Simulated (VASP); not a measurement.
Set up this calculation in VASP 6.6.1, as the native input.

```
Task                   : single point
Functional             : PBEsol
Potentials or basis    : VASP PAW PBE potentials, release 64 (B, N)
Cutoff                 : 520 eV
k mesh                 : 14 × 14 × 14
Occupations            : gaussian, width 0.02 eV
Spin                   : no spin polarisation
Dipole correction      : no
Further INCAR settings : ALGO = Normal; EDIFF = 1e-06; NBANDS = 11
```

The structure of BN lies in POSCAR:

```
BN
1.0
    0.0000000000      1.7728274865      1.7728274865
    1.7728274865      0.0000000000      1.7728274865
    1.7728274865      1.7728274865      0.0000000000
B N
1 1
Direct
    0.5000000000      0.5000000000      0.5000000000
    0.0000000000      0.0000000000      0.0000000000
```

This cell differs from its parent crystal: Al replaced by B, lengths x 0.884, strained.

These files were run (other wordings do the same):

INCAR

```
SYSTEM = BN
PREC     = Accurate       ! precision mode
ENCUT    = 520            ! plane-wave cutoff, eV
EDIFF    = 1E-6           ! SCF threshold, eV
ISMEAR   = 0              ! smearing method
SIGMA    = 0.02           ! smearing width, eV
LREAL    = .FALSE.        ! projectors in reciprocal space
LASPH    = .TRUE.         ! aspherical terms in the spheres
NELM     = 60             ! most SCF steps
ALGO     = Normal         ! electronic algorithm
ISIF     = 2              ! what is computed and relaxed
LWAVE    = .FALSE.        ! write WAVECAR
LCHARG   = .FALSE.        ! write CHGCAR
GGA      = PS             ! functional
NBANDS   = 11             ! bands
```

KPOINTS

```
Automatic mesh
0
G
  14 14 14
  0 0 0
```

Potentials or basis: VASP PAW PBE potentials, release 64 (B, N).

The run is started by

```console
$ cat potpaw_PBE.64/B/POTCAR potpaw_PBE.64/N/POTCAR > POTCAR
$ mpirun -np 1 vasp_std > vasp.out
```

Results of the run:

```yaml
Pressure: -19.2 GPa
Band_gap_on_the_k_mesh: 0.94 eV, indirect (least direct gap 5.67 eV)
```

Caveat: the cell differs from its parent crystal (Al replaced by B, lengths x 0.884, strained); the PAW data sets were made with another functional, which shifts forces and pressure a little.

Run time: 20 s on 1 thread of Intel Xeon 8259CL, with other jobs on the host, peak memory 0.13 GiB.
